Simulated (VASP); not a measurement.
Ru: single point with LDA

The system is Ru.

```xyz
2
Lattice="2.6775 0.0000 0.0000 -1.3388 2.3188 0.0000 0.0000 0.0000 4.2181" Properties=species:S:1:pos:R:3 pbc="T T T"
Ru    0.0000    1.5459    1.0545
Ru    1.3388    0.7729    3.1636
```

```yaml
Program: VASP 6.6.1
Task: single point
Functional: LDA
Potentials_or_basis: VASP PAW LDA potentials, release 64 (Ru_sv)
Cutoff: 560 eV
k_mesh: 13 × 13 × 8
Occupations: methfessel-paxton, width 0.01 eV
Spin: no spin polarisation
```

The pressure is 0.4 GPa and the band gap on the k mesh is zero (bands 16 and 17 overlap by 3.28 eV).

Stress tensor (GPa, compression positive):
```
 0.59  0.00  0.00
 0.00  0.59  0.00
 0.00  0.00 -0.11
```

Levels at points of the mesh, in eV from the Fermi level:
```
           k point  band 13  band 14  band 15  band 16  band 17  band 18  band 19  band 20
(0.00, 0.00, 0.00)    -2.58    -2.08    -2.08    -1.56    -1.56     1.21     1.21     1.34
(0.00, 0.00, 0.50)    -3.00    -3.00    -2.87    -2.87     0.54     0.54     0.54     0.54
```

It took 28 s on 1 thread of Intel(R) Xeon(R) Platinum 8488C (Sapphire Rapids), on a shared host, peak memory 0.17 GiB.
